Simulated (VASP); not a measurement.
Here is a VASP 6.6.1 calculation.

Contents of INCAR:

```
SYSTEM = Ir
ALGO     = Fast           ! electronic algorithm
EDIFF    = 1E-7           ! SCF threshold, eV
ENCUT    = 520            ! plane-wave cutoff, eV
GGA      = PE             ! functional
ISIF     = 2              ! what is computed and relaxed
ISMEAR   = 0              ! smearing method
LASPH    = .True.         ! aspherical terms in the spheres
LCHARG   = .False.        ! write CHGCAR
LREAL    = .False.        ! projectors in reciprocal space
LWAVE    = .False.        ! write WAVECAR
NBANDS   = 16             ! bands
NELM     = 80             ! most SCF steps
PREC     = Accurate       ! precision mode
SIGMA    = 0.025          ! smearing width, eV
```

KPOINTS

```
k-points
0
Gamma
  11 11 6
  0 0 0
```

File POSCAR:

```
Ir
1.0
    2.7513778946      0.0000000000      0.0000000000
   -1.3756889473      2.3827631521      0.0000000000
    0.0000000000      0.0000000000      4.4622900000
Ir
2
Direct
    0.3333333333      0.6666666667      0.2500000000
    0.6666666667      0.3333333333      0.7500000000
```

Potentials or basis: VASP PAW PBE potentials, release 64 (Ir).

The run is started by

```sh
$ cat potpaw_PBE.64/Ir/POTCAR > POTCAR
$ mpirun -np 1 vasp_std > vasp.out
```

Question: Estimate the band gap on the k mesh.

Answer: Zero (bands 9 and 10 overlap by 3.07 eV).

Question: What does it give for the pressure?

Answer: -1.0 GPa.

Stress tensor (GPa, compression positive):
```
-1.18  0.00  0.00
 0.00 -1.18  0.00
 0.00  0.00 -0.50
```

Caveat: spin-orbit coupling is left out, which moves the levels of the heavy elements.
